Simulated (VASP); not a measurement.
# CoSn2 (I4/mcm) in VASP: single point with LDA

Aim: the single point of CoSn2 with LDA.

Program: VASP 6.6.1. These are calculated values, not measurements. Logs are shortened: lines on timing, memory, paths and dates and some standing lists are left out, and cuts for length are marked.

**1. The cell of the first run**

The structure is tetragonal, space group I4/mcm (No. 140). Conventional cell: a = 6.381 Å, b = 6.381 Å, c = 5.482 Å, α = 90.00°, β = 90.00°, γ = 90.00°. Within 3.6 Å of Co (site symmetry 422) lie 2 Co at 2.74 Å and 8 Sn at 2.75 Å. Sn (site symmetry m2m) has 4 Co at 2.75 Å and 11 Sn at 3.00 to 3.47 Å within 3.6 Å.

**2. Single point, LDA**

INCAR reads:

```
SYSTEM = CoSn2
ALGO = Fast ; EDIFF = 1E-6
ENCUT = 520 ; ISIF = 2
ISMEAR = 0 ; LASPH = .TRUE.
LCHARG = .FALSE. ; LREAL = .FALSE.
LWAVE = .FALSE. ; NBANDS = 46
NELM = 100 ; PREC = Accurate
SIGMA = 0.1
```

KPOINTS reads:

```
k-points
0
G
  8 8 8
  0 0 0
```

POSCAR reads:

```
CoSn2
1.0
   -3.1902694327      3.1902694327      2.7410806458
    3.1902694327     -3.1902694327      2.7410806458
    3.1902694327      3.1902694327     -2.7410806458
Co Sn
2 4
Direct
    0.2500000000      0.2500000000      0.0000000000
    0.7500000000      0.7500000000      0.0000000000
    0.6661601449      0.1661601449      0.8323202897
    0.1661601449      0.3338398551      0.5000000000
    0.3338398551      0.8338398551      0.1676797103
    0.8338398551      0.6661601449      0.5000000000
```

Potentials or basis: VASP PAW LDA potentials, release 64 (Co, Sn_d).

The run is started by

```bash
$ cat potpaw_LDA.64/Co/POTCAR potpaw_LDA.64/Sn_d/POTCAR > POTCAR
$ mpirun -np 1 vasp_std > vasp.out
```

OUTCAR:

```text
SYSTEM = CoSn2
   EDIFF = 1E-6
   ENCUT = 520
   ISIF = 2
   ISMEAR = 0
   LASPH = .TRUE.
   LREAL = .FALSE.
   NELM = 100
   PREC = Accurate

 ion  position               nearest neighbor table
   1  0.250  0.250  0.000-   2 2.74   2 2.74   3 2.75   5 2.75   4 2.75   6 2.75   6 2.75   4 2.75
                             3 2.75   5 2.75
   2  0.750  0.750  0.000-   1 2.74   1 2.74   3 2.75   5 2.75   6 2.75   4 2.75   4 2.75   6 2.75
                             5 2.75   3 2.75
   3  0.666  0.166  0.832-   1 2.75   2 2.75   1 2.75   2 2.75   5 3.00   5 3.13   5 3.13   6 3.36
                             4 3.36   4 3.36   6 3.36   6 3.47   4 3.47   4 3.47   6 3.47
   4  0.166  0.334  0.500-   2 2.75   1 2.75   1 2.75   2 2.75   6 3.00   6 3.13   6 3.13   3 3.36
                             5 3.36   5 3.36   3 3.36   3 3.47   5 3.47   3 3.47   5 3.47
   5  0.334  0.834  0.168-   1 2.75   2 2.75   1 2.75   2 2.75   3 3.00   3 3.13   3 3.13   6 3.36
                             4 3.36   6 3.36   4 3.36   4 3.47   6 3.47   6 3.47   4 3.47
   6  0.834  0.666  0.500-   1 2.75   2 2.75   2 2.75   1 2.75   4 3.00   4 3.13   4 3.13   5 3.36
                             3 3.36   3 3.36   5 3.36   5 3.47   3 3.47   3 3.47   5 3.47

  LATTYP: Found a body centered tetragonal cell.
 ALAT       =     6.3805388654
 C/A-ratio  =     0.8592003602

  Lattice vectors:

 A1 = (  -3.1902694327,   3.1902694327,   2.7410806458)
 A2 = (   3.1902694327,  -3.1902694327,   2.7410806458)
 A3 = (   3.1902694327,   3.1902694327,  -2.7410806458)

Analysis of symmetry for initial positions (statically):
=====================================================================
 Subroutine PRICEL returns:
 Original cell was already a primitive cell.

 Routine SETGRP: Setting up the symmetry group for a
 body centered tetragonal supercell.

 Subroutine GETGRP returns: Found 16 space group operations
 (whereof  8 operations were pure point group operations)
 out of a pool of 16 trial point group operations.

The static configuration has the point symmetry C_4h.
 The point group associated with its full space group is D_4h.

Analysis of symmetry for dynamics (positions and initial velocities):
=====================================================================
 Subroutine PRICEL returns:
 Original cell was already a primitive cell.

 Routine SETGRP: Setting up the symmetry group for a
 body centered tetragonal supercell.

 Subroutine GETGRP returns: Found 16 space group operations
 (whereof  8 operations were pure point group operations)
 out of a pool of 16 trial point group operations.

The dynamic configuration has the point symmetry C_4h.
 The point group associated with its full space group is D_4h.

 Subroutine INISYM returns: Found 16 space group operations
 (whereof  8 operations are pure point group operations),
 and found     1 'primitive' translations

----------------------------------------------------------------------------------------

                                     Primitive cell

  volume of cell :     111.5929

  direct lattice vectors                    reciprocal lattice vectors
    -3.190269433  3.190269433  2.741080646     0.000000000  0.156726575  0.182409810
     3.190269433 -3.190269433  2.741080646     0.156726575  0.000000000  0.182409810
     3.190269433  3.190269433 -2.741080646     0.156726575  0.156726575  0.000000000

  length of vectors
     5.279125042  5.279125042  5.279125042     0.240492324  0.240492324  0.221644847

  position of ions in fractional coordinates (direct lattice)
     0.250000000  0.250000000  0.000000000
     0.750000000  0.750000000  0.000000000
     0.666160145  0.166160145  0.832320290
     0.166160145  0.333839855  0.500000000
     0.333839855  0.833839855  0.167679710
     0.833839855  0.666160145  0.500000000

  ion indices of the primitive-cell ions
   primitive index   ion index
                 1           1
                 2           2
                 3           3
                 4           4
                 5           5
                 6           6

----------------------------------------------------------------------------------------

 KPOINTS: k-points

Automatic generation of k-mesh.
 Grid dimensions read from file:
 generate k-points for:    8    8    8

 Generating k-lattice:

  Cartesian coordinates                     Fractional coordinates (reciprocal lattice)
     0.000000000  0.019590822  0.022801226     0.125000000  0.000000000  0.000000000
     0.019590822  0.000000000  0.022801226     0.000000000  0.125000000  0.000000000
     0.019590822  0.019590822  0.000000000     0.000000000  0.000000000  0.125000000

  Length of vectors
     0.030061541  0.030061541  0.027705606

  Shift w.r.t. Gamma in fractional coordinates (k-lattice)
     0.000000000  0.000000000  0.000000000

 Subroutine IBZKPT returns following result:
 ===========================================

 Found     59 irreducible k-points:

 Following reciprocal coordinates:
            Coordinates               Weight
  0.000000  0.000000  0.000000      1.000000
  0.125000  0.000000 -0.000000      8.000000
  0.250000  0.000000 -0.000000      8.000000
  0.375000  0.000000  0.000000      8.000000
  0.500000  0.000000 -0.000000      4.000000
  0.125000  0.125000 -0.000000      8.000000
[... 16 lines left out ...]
  0.250000  0.125000  0.125000     16.000000
  0.375000  0.125000  0.125000      8.000000
 [... further k-points ...]
   k-points           NKPTS =     59   k-points in BZ     NKDIM =     59   number of bands    NBANDS=     46
   number of dos      NEDOS =    301   number of ions     NIONS =      6
   total plane-waves  NPLWV =  64000
   dimension x,y,z NGX =    40 NGY =   40 NGZ =   40
   dimension x,y,z NGXF=    80 NGYF=   80 NGZF=   80
   ions per type =               2   4
   NGX,Y,Z   is equivalent  to a cutoff of  12.60, 12.60, 12.60 a.u.
   NGXF,Y,Z  is equivalent  to a cutoff of  25.19, 25.19, 25.19 a.u.
 SYSTEM =  CoSn2
   PREC   = accura    normal or accurate (medium, high low for compatibility)
   ISTART =      0    job   : 0-new  1-cont  2-samecut
   ICHARG =      2    charge: 1-file 2-atom 10-const
   ISPIN  =      1    spin polarized calculation?
   LNONCOLLINEAR =      F non collinear calculations
   LSORBIT =      F    spin-orbit coupling
   LASPH  =      T    aspherical Exc in radial PAW
   ENCUT  =  520.0 eV  38.22 Ry    6.18 a.u.   9.82  9.82  9.82*2*pi/ulx,y,z
   NELM   =    100;   NELMIN=  2; NELMDL= -5     # of ELM steps
   EDIFF  = 0.1E-05   stopping-criterion for ELM
   LREAL  =      F    real-space projection
   EDIFFG = 0.1E-04   stopping-criterion for IOM
   NSW    =      0    number of steps for IOM
   IBRION =     -1    ionic relax: 0-MD 1-quasi-New 2-CG
   NFREE  =      0    steps in history (QN), initial steepest desc. (CG)
   ISIF   =      2    stress and relaxation
   ISYM   =      2    0-nonsym 1-usesym 2-fastsym
   POTIM  = 0.5000    time-step for ionic-motion
   TEBEG  =    0.0;   TEEND  =   0.0 temperature during run
   PSTRESS=    0.0 pullay stress
   NELECT =      74.0000    total number of electrons
   NUPDOWN=      -1.0000    fix difference up-down
   EMIN   =  10.00;   EMAX   =-10.00  energy-range for DOS
   EFERMI =   0.00;   METHOD = LEGACY
   ISMEAR =     0;   SIGMA  =   0.10  broadening in eV -4-tet -1-fermi 0-gaus
   EFERMI_NEDOS =   21; number of points for ismear=-14 and -15
   IALGO  =     68    algorithm
   IMIX   =      4    mixing-type and parameters
     AMIX     =   0.40;   BMIX     =  1.00
     AMIX_MAG =   1.60;   BMIX_MAG =  1.00
  volume/ion in A,a.u.               =      18.60       125.51
  Fermi-wavevector in a.u.,A,eV,Ry     =   1.427600  2.697773 27.729244  2.038042
  Thomas-Fermi vector in A             =   2.547752
   LORBIT       =      0    0 simple, 1 ext, 2 COOP (PROOUT), +10 PAW based schemes
   GGA     = CA    functional components
   LHFCALC =     F    Hartree Fock is set to
   AEXX    =    0.0000 exact exchange contribution
   IVDW    =     0    specifies the selected vdW correction
   LEPSILON=     F    determine dielectric tensor
   LRPA    =     F    only Hartree local field effects (RPA)
 non-spin polarized calculation
 RMM-DIIS sequential band-by-band and
 Gauss-broadening in eV      SIGMA  =   0.10
  energy-cutoff  :      520.00
  volume of cell :      111.59
 maximum number of plane-waves:      3026
   NGX = 19   NGY = 19   NGZ = 19

 number of electron      74.0000009 magnetization

 Free energy of the ion-electron system (eV)
  ---------------------------------------------------
  ext. energy  EPLUGINS =         0.00000000
  ---------------------------------------------------
  free energy    TOTEN  =       -34.94031565 eV

  energy without entropy =      -34.92250151  energy(sigma->0) =      -34.93140858

 E-fermi :  10.0633     XC(G=0): -11.9703

 val. band max:       10.0580195312   @ k =   0.1250   0.1250   0.1250
 cond. band min:      10.0648148022   @ k =   0.2500   0.0000  -0.0000
 fundamental gap:      0.0067952710
 Fermi energy:        10.0632657793

 k-point     1 :       0.0000    0.0000    0.0000
  band No.  band energies     occupation
      1     -11.3930      2.00000
      2     -11.3545      2.00000
      3     -11.3469      2.00000
      4     -11.3396      2.00000
      5     -11.3348      2.00000
      6     -11.3348      2.00000
[... 38 lines left out ...]
     45      14.9102      0.00000
     46      15.2778      0.00000

 k-point     2 :       0.1250    0.0000   -0.0000
  band No.  band energies     occupation
      1     -11.3982      2.00000
      2     -11.3777      2.00000
      3     -11.3629      2.00000
      4     -11.3485      2.00000
      5     -11.3445      2.00000
      6     -11.3181      2.00000
[... 38 lines left out ...]
     45      15.0356      0.00000
     46      15.4979      0.00000

 k-point     3 :       0.2500    0.0000   -0.0000
  band No.  band energies     occupation
      1     -11.4125      2.00000
      2     -11.4092      2.00000
      3     -11.3875      2.00000
      4     -11.3531      2.00000
      5     -11.3182      2.00000
      6     -11.3134      2.00000
[... 38 lines left out ...]
     45      14.9952      0.00000
     46      15.4541      0.00000

 k-point     4 :       0.3750    0.0000    0.0000
  band No.  band energies     occupation
      1     -11.4245      2.00000
      2     -11.4244      2.00000
      3     -11.3995      2.00000
      4     -11.3674      2.00000
      5     -11.3118      2.00000
      6     -11.3057      2.00000
[... 920 lines left out ...]
     45      14.9888      0.00000
     46      15.3731      0.00000

 k-point    23 :       0.2500    0.1250    0.1250
  band No.  band energies     occupation
      1     -11.4320      2.00000
      2     -11.4231      2.00000
      3     -11.3814      2.00000
      4     -11.3627      2.00000
      5     -11.3252      2.00000
      6     -11.3132      2.00000
[... 38 lines left out ...]
     45      14.3929      0.00000
     46      15.1179      0.00000

 k-point    24 :       0.3750    0.1250    0.1250
  band No.  band energies     occupation
      1     -11.4296      2.00000
      2     -11.4296      2.00000
      3     -11.3780      2.00000
      4     -11.3780      2.00000
      5     -11.3200      2.00000
      6     -11.3200      2.00000
[... 38 lines left out ...]
     45      14.2110      0.00000
     46      14.2110      0.00000

 [... further k-points ...]

------------------------ aborting loop because EDIFF is reached ----------------------------------------

  FORCE on cell =-STRESS in cart. coord.  units (eV):
  Direction    XX          YY          ZZ          XY          YZ          ZX
  --------------------------------------------------------------------------------------
  -------------------------------------------------------------------------------------
  Total       -5.6612681     -5.6612681     -5.2698676      0.0000000     -0.0000000      0.0000000
  in kB      -81.2807629    -81.2807629    -75.6612933      0.0000000     -0.0000000      0.0000000
  external PRESSURE =     -79.4076064 kB  Pullay stress =       0.0000000 kB

 VOLUME and BASIS-vectors are now :
 -----------------------------------------------------------------------------
  energy-cutoff  :      520.00
  volume of cell :      111.59
      direct lattice vectors                 reciprocal lattice vectors
    -3.190269433  3.190269433  2.741080646     0.000000000  0.156726575  0.182409810
     3.190269433 -3.190269433  2.741080646     0.156726575  0.000000000  0.182409810
     3.190269433  3.190269433 -2.741080646     0.156726575  0.156726575  0.000000000

 POSITION                                       TOTAL-FORCE (eV/Angst)
 -----------------------------------------------------------------------------------
      0.00000      0.00000      1.37054        -0.000000      0.000000      0.000000
      0.00000      0.00000      4.11162        -0.000000      0.000000      0.000000
      1.06019      4.25046      0.00000         0.079612      0.079612      0.000000
      2.13008      1.06019      0.00000        -0.079612      0.079612      0.000000
      2.13008     -1.06019      2.74108        -0.079612     -0.079612     -0.000000
      1.06019      2.13008      2.74108         0.079612     -0.079612      0.000000
 -----------------------------------------------------------------------------------
    total drift:                               -0.000000     -0.000000      0.000000

  FREE ENERGIE OF THE ION-ELECTRON SYSTEM (eV)
  ---------------------------------------------------
  free  energy   TOTEN  =       -34.9403156529 eV

  energy  without entropy=      -34.9225015104  energy(sigma->0) =      -34.93140858
```

Wall time 9 min (1 thread of AMD EPYC 7R13, shared host); peak memory 0.33 GiB.

Results:

```yaml
Free_energy: -34.9403 eV
Pressure: -7.9 GPa
Largest_force: 0.113 eV/Å
Band_gap_on_the_k_mesh: zero (bands 37 and 38 overlap by 1.42 eV)
```

Forces in eV/Å, atoms in the order of the input:
```
Co   0.000  0.000  0.000
Co   0.000  0.000  0.000
Sn   0.080  0.080  0.000
Sn  -0.080  0.080  0.000
Sn  -0.080 -0.080  0.000
Sn   0.080 -0.080  0.000
```

Stress tensor (GPa, compression positive):
```
-8.13  0.00  0.00
 0.00 -8.13  0.00
 0.00  0.00 -7.57
```

Caveat: the cell stands under tension; spin-orbit coupling is left out, which moves the levels of the heavy elements; the run has no spin polarisation, though such a crystal can be magnetic. Spin polarisation is off, so any magnetic state and its effect on volume and gap are missing.
